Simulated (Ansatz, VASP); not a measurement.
## PtSe2: VASP beside Ansatz

```
Pt Se
1.0
     3.72400    0.00000    0.00000
    -1.86200    3.22508    0.00000
     0.00000    0.00000    5.06200
Pt Se
1 2
Cartesian
  0.0746 0.0431 -0.0507
  0.0000 2.1501 1.2655
  1.8620 1.0750 3.7965
```

Change from the starting cell: all Pt atoms moved -0.100 Å, as atom 1 towards its neighbour atom 2 (Se) at 2.495 Å.

Alike in both runs: task single point; functional PBE; k mesh 12 × 12 × 10; occupations gaussian, width 0.15 eV; no spin polarisation.

|  | VASP | Ansatz |
| --- | --- | --- |
| version | VASP 6.6.1 | Ansatz 0.2.0 |
| potentials or method | VASP PAW PBE potentials, release 64 (Pt, Se), cutoff 520 eV | scalar-relativistic, plane waves, PAW |
| valence electrons in the cell | 22 | 50 |

```csv
,VASP,Ansatz,Ansatz less VASP
gap on the k mesh at the Fermi level (eV),none,none,-
pressure (GPa),7.9,7.9,0.00
"traceless stress, the component that is largest in VASP (GPa)",-1.51,-1.50,+0.012
rms of the force components (eV/Å),0.756,0.752,-0.0043
```

Atom by atom the forces differ by 0.005 eV/Å (rms over components). A gap of «none» marks a metal or a gap that the smearing closes. VASP's potentials hold 22 valence electrons a cell and Ansatz's 50, so a difference there can come from the potentials and not from the codes.

Spin-orbit coupling is off throughout.
